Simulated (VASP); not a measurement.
Crystal: TaN.

```
Ta N
1.0
     5.18500    0.00000    0.00000
    -2.59250    4.49034    0.00000
     0.00000    0.00000    2.90800
Ta N
3 3
Direct
  0.00000 0.00000 0.00000
  0.33333 0.66667 0.50000
  0.66667 0.33333 0.50000
  0.50000 0.00000 0.00000
  0.50000 0.50000 0.00000
  0.00000 0.50000 0.00000
```

Base run:

```yaml
Program: VASP 6.6.1
Functional: PBEsol
Potentials_or_basis: VASP PAW PBE potentials, release 64 (Ta_sv_GW, N)
Cutoff: 700 eV
k_mesh: 4 × 4 × 7
Occupations: gaussian, width 0.05 eV
Spin: collinear spin
Starting_moments: "[2.08, 0.4, 0.4, 0.05, 0.05, 0.05] μB"
Fixed_moment: 5.4 μB
Hubbard_terms: Ta d U = 4.0 eV
```

Its results: pressure 33.7 GPa; net moment 5.40 μB per cell.

The run is repeated on the same cell with these changes: fixed moment from 5.4 μB to none; moments at the start from [2.08, 0.4, 0.4, 0.05, 0.05, 0.05] to [2.0, 2.0, 2.0, 0.0, 0.0, 0.0]. What comes out?

Pressure 14.2 GPa; net moment 0.00 μB per cell.

Caveats: the PAW data sets were made with another functional, which shifts forces and pressure a little; the moment is held away from its start (at least some runs); the stress differs along the axes, from 32 to 38 GPa (at least some runs); the total moment is fixed, so each spin has its own Fermi level and the state may be an excited one (at least some runs); the cell stands under pressure (at least some runs).
